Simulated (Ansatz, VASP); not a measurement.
## One calculation of Al, two programs

```
CELL_PARAMETERS angstrom
2.73000 0.00000 0.00000
-1.36500 2.36425 0.00000
0.00000 0.00000 4.26720
ATOMIC_POSITIONS crystal
Al 0.66667 0.33333 0.75000
Al 0.33333 0.66667 0.25000
```

Alike in both runs: task single point; functional PBEsol; k mesh 18 × 18 × 10; occupations gaussian, width 0.15 eV; no spin polarisation.

|  | VASP | Ansatz |
| --- | --- | --- |
| version | VASP 6.6.1 | Ansatz 0.2.0 |
| potentials or method | VASP PAW PBE potentials, release 64 (Al), cutoff 520 eV | scalar-relativistic, plane waves, PAW |
| valence electrons in the cell | 6 | 6 |

Ansatz gave:

- gap on the k mesh at the Fermi level (eV): none
- pressure (GPa): 19.6
- traceless stress, the component that is largest in VASP (GPa): 4.79

Q: Which values does VASP return?

A: gap on the k mesh at the Fermi level (eV): none; pressure (GPa): 19.7; traceless stress, the component that is largest in VASP (GPa): 4.82.

VASP's potentials were made for PBE, not for PBEsol, and Ansatz warns of the same on its side. A gap of «none» marks a metal or a gap that the smearing closes.
